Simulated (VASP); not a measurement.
# Ag (P6_3/mmc) in VASP: a series of runs, part 2 of 2

VASP 6.6.1. The steps go on from the part before.

## (5) Single point, r2SCAN

This run uses another cell than the first one, of 15.83 Å³/atom.

Input file POSCAR:

```
Ag
1.0
    2.8171545970      0.0000000000      0.0000000000
   -1.4085772985      2.4397274474      0.0000000000
    0.0000000000      0.0000000000      4.6069210042
Ag
2
Direct
    0.3333333333      0.6666666667      0.2500000000
    0.6666666667      0.3333333333      0.7500000000
```

Input file INCAR.step1:

```
PREC = Accurate
ENCUT = 520
ISMEAR = 0
SIGMA = 0.1
LREAL = F
LASPH = T
NELM = 60
NBANDS = 18
GGA = PE
ALGO = Normal
EDIFF = 1E-4
LWAVE = T
LCHARG = F
```

Input file INCAR.step2:

```
PREC = Accurate
ENCUT = 520
EDIFF = 1E-6
ISMEAR = 0
SIGMA = 0.1
LREAL = F
LASPH = T
NELM = 60
ALGO = Normal
ISIF = 2
LWAVE = F
LCHARG = F
METAGGA = R2SCAN
LMIXTAU = T
NBANDS = 18
ISTART = 1
```

Input file KPOINTS:

```
regular mesh
0
Gamma
  18 18 10
```

Launch:

```sh
$ cat potpaw_PBE.64/Ag/POTCAR > POTCAR
$ cp INCAR.step1 INCAR
$ mpirun -np 1 vasp_std > vasp.out
$ cp INCAR.step2 INCAR
$ mpirun -np 1 vasp_std > vasp.out
```

Wall time 5.1 min (1 thread of Intel Xeon Platinum 8259CL at 2.50GHz (Skylake/Cascade Lake), shared host); peak memory 0.24 GiB.

Results (log left out):

```
Free energy            : -42.5993 eV
Pressure               : 12.3 GPa
Band gap on the k mesh : zero (bands 11 and 12 overlap by 8.32 eV)
```

Levels at points of the mesh, in eV from the Fermi level:
| k point | band 7 | band 8 | band 9 | band 10 | band 11 | band 12 | band 13 | band 14 | band 15 | band 16 |
| --- | --- | --- | --- | --- | --- | --- | --- | --- | --- | --- |
| (0.00, 0.00, 0.00) | -5.04 | -4.63 | -4.63 | -3.46 | -3.46 | -0.55 | 4.15 | 16.53 | 18.59 | 18.96 |
| (0.50, 0.00, 0.00) | -4.28 | -3.29 | -3.23 | -3.13 | 0.12 | 1.81 | 7.60 | 7.81 | 10.52 | 11.31 |
| (0.00, 0.00, 0.50) | -5.08 | -5.08 | -3.82 | -3.82 | -3.82 | -3.82 | 12.15 | 12.15 | 16.95 | 16.95 |
| (0.50, 0.00, 0.50) | -3.51 | -3.51 | -3.19 | -3.19 | 0.77 | 0.77 | 5.24 | 5.24 | 14.87 | 14.87 |

Caveat: the cell stands under pressure; the PAW data sets were made with another functional, which shifts forces and pressure a little.

## (6) Single point, r2SCAN

This run uses another cell than the first one, of 16.73 Å³/atom.

Input file POSCAR:

```
Ag
1.0
    2.8693437656      0.0000000000      0.0000000000
   -1.4346718828      2.4849245932      0.0000000000
    0.0000000000      0.0000000000      4.6923158565
Ag
2
Direct
    0.3333333333      0.6666666667      0.2500000000
    0.6666666667      0.3333333333      0.7500000000
```

Input file INCAR.step1:

```
ALGO = Normal
EDIFF = 1E-4
ENCUT = 520
GGA = PE
ISMEAR = 0
LASPH = True
LCHARG = False
LREAL = False
LWAVE = True
NBANDS = 18
NELM = 100
PREC = Accurate
SIGMA = 0.1
```

Input file INCAR.step2:

```
ALGO = Normal
EDIFF = 1E-6
ENCUT = 520
ISIF = 2
ISMEAR = 0
ISTART = 1
LASPH = True
LCHARG = True
LELF = True
LMIXTAU = True
LREAL = False
LVHAR = True
LWAVE = False
METAGGA = R2SCAN
NBANDS = 18
NELM = 100
PREC = Accurate
SIGMA = 0.1
```

Input file KPOINTS:

```
k-points
0
Gamma
  18 18 10
```

Potentials or basis: VASP PAW PBE potentials, release 64 (Ag).

Launch:

```sh
$ cat potpaw_PBE.64/Ag/POTCAR > POTCAR
$ cp INCAR.step1 INCAR
$ mpirun -np 1 vasp_std > vasp.out
$ cp INCAR.step2 INCAR
$ mpirun -np 1 vasp_std > vasp.out
```

OUTCAR:

```text
EDIFF = 1E-6
   ENCUT = 520
   ISIF = 2
   ISMEAR = 0
   ISTART = 1
   LASPH = True
   LREAL = False
   METAGGA = R2SCAN
   NELM = 100
   PREC = Accurate

 ion  position               nearest neighbor table
   1  0.333  0.667  0.250-   2 2.87   2 2.87   2 2.87   2 2.87   2 2.87   2 2.87
   2  0.667  0.333  0.750-   1 2.87   1 2.87   1 2.87   1 2.87   1 2.87   1 2.87

  LATTYP: Found a hexagonal cell.
 ALAT       =     2.8693437656
 C/A-ratio  =     1.6353271827

  Lattice vectors:

 A1 = (   2.8693437656,   0.0000000000,   0.0000000000)
 A2 = (  -1.4346718828,   2.4849245932,   0.0000000000)
 A3 = (   0.0000000000,   0.0000000000,   4.6923158565)

Analysis of symmetry for initial positions (statically):
=====================================================================
 Subroutine PRICEL returns:
 Original cell was already a primitive cell.

 Routine SETGRP: Setting up the symmetry group for a
 hexagonal supercell.

 Subroutine GETGRP returns: Found 24 space group operations
 (whereof 12 operations were pure point group operations)
 out of a pool of 24 trial point group operations.

The static configuration has the point symmetry D_3d.
 The point group associated with its full space group is D_6h.

Analysis of symmetry for dynamics (positions and initial velocities):
=====================================================================
 Subroutine PRICEL returns:
 Original cell was already a primitive cell.

 Routine SETGRP: Setting up the symmetry group for a
 hexagonal supercell.

 Subroutine GETGRP returns: Found 24 space group operations
 (whereof 12 operations were pure point group operations)
 out of a pool of 24 trial point group operations.

The dynamic configuration has the point symmetry D_3d.
 The point group associated with its full space group is D_6h.

 Subroutine INISYM returns: Found 24 space group operations
 (whereof 12 operations are pure point group operations),
 and found     1 'primitive' translations

----------------------------------------------------------------------------------------

                                     Primitive cell

  volume of cell :      33.4567

  direct lattice vectors                    reciprocal lattice vectors
     2.869343766  0.000000000  0.000000000     0.348511744  0.201213349  0.000000000
    -1.434671883  2.484924593  0.000000000     0.000000000  0.402426698  0.000000000
     0.000000000  0.000000000  4.692315856     0.000000000  0.000000000  0.213114383

  length of vectors
     2.869343766  2.869343766  4.692315856     0.402426698  0.402426698  0.213114383

  position of ions in fractional coordinates (direct lattice)
     0.333333333  0.666666667  0.250000000
     0.666666667  0.333333333  0.750000000

  ion indices of the primitive-cell ions
   primitive index   ion index
                 1           1
                 2           2

----------------------------------------------------------------------------------------

 KPOINTS: k-points

Automatic generation of k-mesh.
 Grid dimensions read from file:
 generate k-points for:   18   18   10

 Generating k-lattice:

  Cartesian coordinates                     Fractional coordinates (reciprocal lattice)
     0.019361764  0.011178519  0.000000000     0.055555556  0.000000000  0.000000000
     0.000000000  0.022357039  0.000000000     0.000000000  0.055555556  0.000000000
     0.000000000  0.000000000  0.021311438     0.000000000  0.000000000  0.100000000

  Length of vectors
     0.022357039  0.022357039  0.021311438

  Shift w.r.t. Gamma in fractional coordinates (k-lattice)
     0.000000000  0.000000000  0.000000000

 Subroutine IBZKPT returns following result:
 ===========================================

 Found    222 irreducible k-points:

 Following reciprocal coordinates:
            Coordinates               Weight
  0.000000  0.000000  0.000000      1.000000
  0.055556  0.000000  0.000000      6.000000
  0.111111  0.000000  0.000000      6.000000
  0.166667 -0.000000  0.000000      6.000000
  0.222222  0.000000  0.000000      6.000000
  0.277778  0.000000  0.000000      6.000000
[... 16 lines left out ...]
  0.333333  0.111111  0.000000     12.000000
  0.388889  0.111111  0.000000     12.000000
 [... further k-points ...]
   k-points           NKPTS =    222   k-points in BZ     NKDIM =    222   number of bands    NBANDS=     18
   number of dos      NEDOS =    301   number of ions     NIONS =      2
   total plane-waves  NPLWV =  20736
   dimension x,y,z NGX =    24 NGY =   24 NGZ =   36
   dimension x,y,z NGXF=    48 NGYF=   48 NGZF=   72
   ions per type =               2
   NGX,Y,Z   is equivalent  to a cutoff of  13.91, 13.91, 12.75 a.u.
   NGXF,Y,Z  is equivalent  to a cutoff of  27.81, 27.81, 25.51 a.u.
 SYSTEM =  unknown system
   PREC   = accura    normal or accurate (medium, high low for compatibility)
   ISTART =      1    job   : 0-new  1-cont  2-samecut
   ICHARG =      0    charge: 1-file 2-atom 10-const
   ISPIN  =      1    spin polarized calculation?
   LNONCOLLINEAR =      F non collinear calculations
   LSORBIT =      F    spin-orbit coupling
   LASPH  =      T    aspherical Exc in radial PAW
   ENCUT  =  520.0 eV  38.22 Ry    6.18 a.u.   5.34  5.34  8.72*2*pi/ulx,y,z
   NELM   =    100;   NELMIN=  2; NELMDL=  0     # of ELM steps
   EDIFF  = 0.1E-05   stopping-criterion for ELM
   LREAL  =      F    real-space projection
   EDIFFG = 0.1E-04   stopping-criterion for IOM
   NSW    =      0    number of steps for IOM
   IBRION =     -1    ionic relax: 0-MD 1-quasi-New 2-CG
   NFREE  =      0    steps in history (QN), initial steepest desc. (CG)
   ISIF   =      2    stress and relaxation
   ISYM   =      2    0-nonsym 1-usesym 2-fastsym
   POTIM  = 0.5000    time-step for ionic-motion
   TEBEG  =    0.0;   TEEND  =   0.0 temperature during run
   PSTRESS=    0.0 pullay stress
   NELECT =      22.0000    total number of electrons
   NUPDOWN=      -1.0000    fix difference up-down
   EMIN   =  10.00;   EMAX   =-10.00  energy-range for DOS
   EFERMI =   0.00;   METHOD = LEGACY
   ISMEAR =     0;   SIGMA  =   0.10  broadening in eV -4-tet -1-fermi 0-gaus
   EFERMI_NEDOS =   21; number of points for ismear=-14 and -15
   IALGO  =     38    algorithm
   IMIX   =      4    mixing-type and parameters
     AMIX     =   0.40;   BMIX     =  1.00
     AMIX_MAG =   1.60;   BMIX_MAG =  1.00
  volume/ion in A,a.u.               =      16.73       112.89
  Fermi-wavevector in a.u.,A,eV,Ry     =   1.423600  2.690214 27.574078  2.026638
  Thomas-Fermi vector in A             =   2.544180
   LORBIT       =      0    0 simple, 1 ext, 2 COOP (PROOUT), +10 PAW based schemes
   METAGGA = R2SCAN    functional components
   LHFCALC =     F    Hartree Fock is set to
   AEXX    =    0.0000 exact exchange contribution
   IVDW    =     0    specifies the selected vdW correction
   LEPSILON=     F    determine dielectric tensor
   LRPA    =     F    only Hartree local field effects (RPA)
 non-spin polarized calculation
 Gauss-broadening in eV      SIGMA  =   0.10
  energy-cutoff  :      520.00
  volume of cell :       33.46
 maximum number of plane-waves:       917
 NGX is ok and might be reduce to    24
   NGX = 11   NGY = 11   NGZ = 17

 number of electron      21.9999997 magnetization

 Free energy of the ion-electron system (eV)
  ---------------------------------------------------
  ext. energy  EPLUGINS =         0.00000000
  ---------------------------------------------------
  free energy    TOTEN  =       -42.68985799 eV

  energy without entropy =      -42.68584566  energy(sigma->0) =      -42.68785183

 E-fermi :   8.6837     XC(G=0): -13.0990

 val. band max:        8.6666589057   @ k =   0.4444   0.0556   0.2000
 cond. band min:       8.6869435751   @ k =   0.3889   0.1111   0.3000
 fundamental gap:      0.0202846693
 Fermi energy:         8.6837472069

 k-point     1 :       0.0000    0.0000    0.0000
  band No.  band energies     occupation
      1       0.5929      2.00000
      2       1.8411      2.00000
      3       3.4763      2.00000
      4       3.5791      2.00000
      5       3.5791      2.00000
      6       3.8304      2.00000
[... 10 lines left out ...]
     17      27.9761      0.00000
     18      27.9761      0.00000
[... 463 lines left out ...]
 k-point    24 :       0.3889    0.1111    0.0000
  band No.  band energies     occupation
      1       2.0839      2.00000
      2       2.3106      2.00000
      3       2.4547      2.00000
      4       3.4493      2.00000
      5       3.8252      2.00000
      6       4.0363      2.00000
[... 10 lines left out ...]
     17      20.2777      0.00000
     18      24.5352      0.00000

 [... further k-points ...]

------------------------ aborting loop because EDIFF is reached ----------------------------------------

  FORCE on cell =-STRESS in cart. coord.  units (eV):
  Direction    XX          YY          ZZ          XY          YZ          ZX
  --------------------------------------------------------------------------------------
  -------------------------------------------------------------------------------------
  Total        0.8793526      0.8793526      0.8825024      0.0000000      0.0000000     -0.0000000
  in kB       42.1105189     42.1105189     42.2613586      0.0000000      0.0000000     -0.0000000
  external PRESSURE =      42.1607988 kB  Pullay stress =       0.0000000 kB

 VOLUME and BASIS-vectors are now :
 -----------------------------------------------------------------------------
  energy-cutoff  :      520.00
  volume of cell :       33.46
      direct lattice vectors                 reciprocal lattice vectors
     2.869343766  0.000000000  0.000000000     0.348511744  0.201213349  0.000000000
    -1.434671883  2.484924593  0.000000000     0.000000000  0.402426698  0.000000000
     0.000000000  0.000000000  4.692315856     0.000000000  0.000000000  0.213114383

 POSITION                                       TOTAL-FORCE (eV/Angst)
 -----------------------------------------------------------------------------------
     -0.00000      1.65662      1.17308        -0.000000      0.000000      0.000000
      1.43467      0.82831      3.51924         0.000000      0.000000      0.000000
 -----------------------------------------------------------------------------------
    total drift:                               -0.000000      0.000000     -0.000000

  FREE ENERGIE OF THE ION-ELECTRON SYSTEM (eV)
  ---------------------------------------------------
  free  energy   TOTEN  =       -42.6898579931 eV

  energy  without entropy=      -42.6858456572  energy(sigma->0) =      -42.68785183
```

OUTCAR.step1:

```text
EDIFF = 1E-4
   ENCUT = 520
   GGA = PE
   ISMEAR = 0
   LASPH = True
[... 728 lines left out ...]
 -----------------------------------------------------------------------------------
     -0.00000      1.65662      1.17308        -0.000000     -0.000000      0.000000
      1.43467      0.82831      3.51924         0.000000      0.000000      0.000000
 -----------------------------------------------------------------------------------
    total drift:                               -0.000000      0.000000     -0.000000

  FREE ENERGIE OF THE ION-ELECTRON SYSTEM (eV)
  ---------------------------------------------------
  free  energy   TOTEN  =        -5.3788650007 eV

  energy  without entropy=       -5.3744453786  energy(sigma->0) =       -5.37665519
```

OSZICAR.step1:

```text
N       E                     dE             d eps       ncg     rms          rms(c)
DAV:   1     0.126297447482E+03    0.12630E+03   -0.11780E+04  7992   0.122E+03
DAV:   2    -0.380664766484E+01   -0.13010E+03   -0.12394E+03  8268   0.271E+02
DAV:   3    -0.588886675911E+01   -0.20822E+01   -0.20742E+01  9222   0.385E+01
DAV:   4    -0.589518057012E+01   -0.63138E-02   -0.63133E-02  8808   0.209E+00
DAV:   5    -0.589523084657E+01   -0.50276E-04   -0.50277E-04  8778   0.199E-01    0.781E+00
DAV:   6    -0.540309592170E+01    0.49213E+00   -0.11569E+00  8294   0.117E+01    0.501E+00
DAV:   7    -0.538471700300E+01    0.18379E-01   -0.17982E-02  8680   0.132E+00    0.272E+00
DAV:   8    -0.537885455726E+01    0.58624E-02   -0.12976E-03  8334   0.271E-01    0.131E-01
DAV:   9    -0.537886500072E+01   -0.10443E-04   -0.12385E-05  4938   0.281E-02
   1 F= -.53788650E+01 E0= -.53766552E+01  d E =-.441962E-02
```

Run time: 5.1 min. Hardware: 1 thread of Intel Xeon Platinum 8259CL at 2.50GHz (Skylake/Cascade Lake), shared host; peak memory 0.24 GiB.

What came out:

```
Free energy            : -42.6899 eV
Pressure               : 4.2 GPa
Band gap on the k mesh : zero (bands 11 and 12 overlap by 8.08 eV)
```

Levels at points of the mesh, in eV from the Fermi level:
```tsv
k point	band 8	band 9	band 10	band 11	band 12	band 13	band 14	band 15
(0.00, 0.00, 0.00)	-4.48	-4.48	-3.42	-3.42	-0.38	3.81	16.38	18.36
(0.50, 0.00, 0.00)	-3.27	-3.22	-3.12	0.13	1.66	7.31	7.54	9.97
(0.00, 0.00, 0.50)	-4.85	-3.75	-3.75	-3.75	-3.75	11.70	11.70	16.76
(0.50, 0.00, 0.50)	-3.46	-3.18	-3.18	0.84	0.84	4.89	4.89	14.37
```

Caveat: the cell stands under pressure; the PAW data sets were made with another functional, which shifts forces and pressure a little.

## (7) Summary

```csv
cell,gap on the mesh (eV),pressure (GPa)
"a = 2.594, b = 2.594, c = 4.239 Å, angles 90.0, 90.0, 120.0°, 2 atoms",none,91.8
"a = 2.677, b = 2.677, c = 4.373 Å, angles 90.0, 90.0, 120.0°, 2 atoms",none,51.0
"a = 2.756, b = 2.756, c = 4.505 Å, angles 90.0, 90.0, 120.0°, 2 atoms",none,25.5
"a = 2.817, b = 2.817, c = 4.607 Å, angles 90.0, 90.0, 120.0°, 2 atoms",none,12.3
"a = 2.869, b = 2.869, c = 4.692 Å, angles 90.0, 90.0, 120.0°, 2 atoms",none,4.2
```

Alike in all rows: task single point; level r2SCAN; potentials or basis VASP PAW PBE potentials, release 64 (Ag); no spin polarisation; k mesh 18 × 18 × 10; cutoff (eV) 520; smearing gaussian 0.1 eV.

Caveats: the cell stands under pressure; the PAW data sets were made with another functional, which shifts forces and pressure a little.

Absolute energies hang on the potentials; compare differences alone.
